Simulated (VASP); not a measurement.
BN:

```
CELL_PARAMETERS angstrom
2.55458 0.00000 0.00000
-1.27729 2.21233 0.00000
0.00000 0.00000 4.22451
ATOMIC_POSITIONS crystal
B 0.66384 0.34718 0.00707
B 0.33051 0.68051 0.50707
N 0.66949 0.31949 0.61793
N 0.33616 0.65282 0.11793
```

- Program: VASP 6.6.1
- Task: relaxation of cell and atoms
- Functional: PBE
- Potentials or basis: VASP PAW PBE potentials, release 64 (B, N)
- Cutoff: 600 eV
- k mesh: 12 × 12 × 6
- Occupations: gaussian, width 0.05 eV
- Spin: no spin polarisation

At the start: pressure 3.6 GPa; volume 5.97 Å³/atom.

**Question.** How do energy, volume and symmetry change on relaxing?

**Answer.** Over 8 steps the energy falls by 62.3 meV/atom; space group Cc (No. 9, to 0.1 Å) before, P6_3mc (No. 186, to 0.1 Å).

Step by step:
```
step  energy change (eV)  largest force (eV/Å)  pressure (GPa)  volume (Å³)
   1              0.0000                2.6672            3.57        23.88
   2              0.2016                2.7591           -1.86        24.34
   3             -0.2428                0.3336           -2.68        24.06
   4             -0.2428                0.3232           -2.61        24.05
   5             -0.2451                0.2756            1.72        23.76
   6             -0.2490                0.0392           -0.27        23.89
   7             -0.2491                0.0337            0.22        23.86
   8             -0.2491                0.0086            0.05        23.87
```

Final structure:
```xyz
4
Lattice="2.5544 0.0001 -0.0004 -1.2771 2.2120 0.0007 -0.0007 0.0009 4.2241" Properties=species:S:1:pos:R:3 pbc="T T T"
B     1.2763    0.7385    4.2232
B    -0.0004    1.4753    2.1116
N     1.2769    0.7379    2.6408
N     0.0001    1.4747    0.5291
```
